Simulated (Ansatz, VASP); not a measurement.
**MnF2: VASP beside Ansatz**

```
CELL_PARAMETERS angstrom
4.87380 0.00000 0.00000
0.00000 4.87380 0.00000
0.00000 0.00000 3.31070
ATOMIC_POSITIONS crystal
Mn 0.50000 0.50000 0.50000
Mn 0.00000 0.00000 0.00000
F 0.80530 0.19470 0.50000
F 0.69470 0.69470 0.00000
F 0.19470 0.80530 0.50000
F 0.30530 0.30530 0.00000
```

Alike in both runs: task single point; functional PBE; k mesh 5 × 5 × 7; occupations fermi-dirac, width 0.05 eV; collinear spin; fixed moment 0 μB.

```csv
,VASP,Ansatz
version,VASP 6.6.1,Ansatz 0.2.0
potentials or method,"VASP PAW PBE potentials, release 64 (Mn_pv, F)",Ansatz PAW
plane-wave cutoff (eV),520,420
valence electrons in the cell,54,58
```

|  | VASP | Ansatz | Ansatz less VASP |
| --- | --- | --- | --- |
| pressure (GPa) | -15.7 | -15.7 | +0.03 |
| traceless stress, the component that is largest in VASP (GPa) | -3.06 | -3.11 | -0.046 |
| rms of the force components (eV/Å) | 0.015 | 0.015 | +0.0007 |

Atom by atom the forces differ by 0.001 eV/Å (rms over components). VASP's potentials hold 54 valence electrons a cell and Ansatz's 58, so a difference there can come from the potentials and not from the codes.
